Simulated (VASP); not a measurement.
A run of VASP 6.6.1:

POSCAR

```
FeO
1.0
    0.0000000000      2.0115552952      2.0115552952
    2.0115552952      0.0000000000      2.0115552952
    2.0115552952      2.0115552952      0.0000000000
Fe O
1 1
Direct
    0.0000000000      0.0000000000      0.0000000000
    0.5000000000      0.5000000000      0.5000000000
```

The input INCAR.step1:

```
ALGO = Normal
EDIFF = 1E-4
ENCUT = 520
GGA = PE
ISMEAR = -1
LASPH = True
LCHARG = False
LREAL = False
LWAVE = True
NBANDS = 14
NELM = 80
PREC = Accurate
SIGMA = 0.1
```

Contents of INCAR.step2:

```
ALGO = Normal
EDIFF = 1E-6
ENCUT = 520
ISIF = 2
ISMEAR = -1
ISTART = 1
LASPH = True
LCHARG = False
LMIXTAU = True
LREAL = False
LWAVE = False
METAGGA = R2SCAN
NBANDS = 14
NELM = 80
PREC = Accurate
SIGMA = 0.1
```

Contents of KPOINTS:

```
k-points
0
Gamma
  14 14 14
```

Potentials or basis: VASP PAW PBE potentials, release 64 (Fe, O).

Launch:

```console
$ cat potpaw_PBE.64/Fe/POTCAR potpaw_PBE.64/O/POTCAR > POTCAR
$ cp INCAR.step1 INCAR
$ mpirun -np 1 vasp_std > vasp.out
$ cp INCAR.step2 INCAR
$ mpirun -np 1 vasp_std > vasp.out
```

Hardware: 1 thread of Intel(R) Xeon(R) 6975P-C (Granite Rapids), on a shared host.

Question: Estimate the wall time of this run.

Answer: Wall time 34 s on 1 thread of Intel(R) Xeon(R) 6975P-C (Granite Rapids), on a shared host, peak memory 0.16 GiB. Counts: k points 104.
